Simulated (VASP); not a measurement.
A run of VASP 6.6.1 is set up as follows.

INCAR

```
SYSTEM = BN
ALGO = Normal ; EDIFF = 1E-6
ENCUT = 600 ; GGA_COMPAT = .FALSE.
ISIF = 2 ; ISMEAR = 0
LASPH = .TRUE. ; LCHARG = .TRUE.
LELF = .TRUE. ; LREAL = .FALSE.
LVHAR = .TRUE. ; LWAVE = .FALSE.
NBANDS = 11 ; NELM = 120
PREC = Accurate ; SIGMA = 0.05
```

KPOINTS

```
k-points
0
G
  12 12 12
  0 0 0
```

Contents of POSCAR:

```
BN
1.0
    1.3512115259      0.7801223382      3.6427691556
   -1.3512115259      0.7801223382      3.6427691556
    0.0000000000     -1.5602446764      3.6427691556
B N
1 1
Direct
    0.9996712000      0.9996712000      0.9996712000
    0.3327618000      0.3327618000      0.3327618000
```

Potentials or basis: VASP PAW LDA potentials, release 64 (B, N).

Launch:

```sh
$ cat potpaw_LDA.64/B/POTCAR potpaw_LDA.64/N/POTCAR > POTCAR
$ mpirun -np 1 vasp_std > vasp.out
```

(1) What does it give for the band gap on the k mesh?

(2) What does it give for the largest force?

(3) Estimate the pressure.

Results:

(1) 3.78 eV, indirect (least direct gap 3.98 eV).

(2) 0.014 eV/Å.

(3) -39.3 GPa.

Caveat: the cell differs from its parent crystal (strain +0.080 along x and y, +0.080 along z).
